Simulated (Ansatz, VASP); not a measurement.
## Two plane-wave programs on NaI

The input INCAR:

```
PREC = Accurate
ENCUT = 520
EDIFF = 1E-7
ISMEAR = 0
SIGMA = 0.05
LREAL = F
LASPH = T
NELM = 80
ALGO = Normal
ISIF = 2
LWAVE = F
LCHARG = T
GGA = PE
LELF = T
LVHAR = T
NBANDS = 14
```

KPOINTS

```
Automatic mesh
0
Gamma
  8 8 8
```

File POSCAR:

```
NaI
1.0
   -0.7013737081      2.9264213339      2.9264213339
    2.9264213339     -0.7013737081      2.9264213339
    2.9264213339      2.9264213339     -0.7013737081
Na I
1 1
Direct
    0.0000000000      0.0000000000      0.0000000000
    0.5000000000      0.5000000000      0.5000000000
```

Input for Ansatz:

```yaml
crystal:
  lattice:
    - [-0.7013737081, 2.9264213339, 2.9264213339]
    - [2.9264213339, -0.7013737081, 2.9264213339]
    - [2.9264213339, 2.9264213339, -0.7013737081]
  atoms:
    - { symbol: Na, position: [0.0, 0.0, 0.0] }
    - { symbol: I, position: [0.5, 0.5, 0.5] }
basis:
  ecutwfc: 420
kpoints:
  mp_grid: { grid: [8, 8, 8] }
hamiltonian:
  xc: pbe
scf:
  occupations: { method: gaussian, width: 0.05 }
output:
  forces: true
  stress: true
  eigenvalues: true
```

Alike in both runs: task single point; functional PBE; k mesh 8 × 8 × 8; occupations gaussian, width 0.05 eV; no spin polarisation.

```csv
,VASP,Ansatz
version,VASP 6.6.1,Ansatz 0.2.0
potentials or method,"VASP PAW PBE potentials, release 64 (Na_pv, I), cutoff 520 eV","scalar-relativistic, plane waves, PAW"
valence electrons in the cell,14,26
```

|  | VASP | Ansatz | Ansatz less VASP |
| --- | --- | --- | --- |
| gap on the k mesh at the Fermi level (eV) | 2.73 | 2.73 | +0.002 |
| least direct gap on the mesh (eV) | 2.73 | 2.73 | +0.002 |
| pressure (GPa) | 0.2 | 0.2 | -0.01 |
| traceless stress, the component that is largest in VASP (GPa) | 0.84 | 0.84 | +0.002 |

VASP's potentials hold 14 valence electrons a cell and Ansatz's 26, so a difference there can come from the potentials and not from the codes.

Spin-orbit coupling is off throughout.
